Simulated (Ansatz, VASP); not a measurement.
**Two plane-wave programs on Pb3W**

```
Pb W
1.0
     6.66926    0.00000    0.00000
    -3.33463    5.77575    0.00000
     0.00000    0.00000    5.33812
Pb W
6 2
Direct
  0.82422 0.64844 0.25000
  0.17578 0.82422 0.75000
  0.35156 0.17578 0.25000
  0.17578 0.35156 0.75000
  0.82422 0.17578 0.25000
  0.64844 0.82422 0.75000
  0.33333 0.66667 0.25000
  0.66667 0.33333 0.75000
```

Alike in both runs: functional PBE; k mesh 6 × 6 × 8; occupations gaussian, width 0.1 eV; no spin polarisation.

Ansatz relaxed the structure, and its values are those at the end. VASP's run is a single point on that final structure, the one shown.

|  | VASP | Ansatz |
| --- | --- | --- |
| version | VASP 6.6.1 | Ansatz 0.2.0 |
| potentials or method | VASP PAW PBE potentials, release 64 (Pb_d, W_sv), cutoff 520 eV | scalar-relativistic, plane waves, PAW |
| valence electrons in the cell | 112 | 112 |

|  | VASP | Ansatz | Ansatz less VASP |
| --- | --- | --- | --- |
| gap on the k mesh at the Fermi level (eV) | none | none | - |
| pressure (GPa) | 0.0 | 0.0 | +0.03 |

A gap of «none» marks a metal or a gap that the smearing closes.

Neither program's run includes spin-orbit coupling.
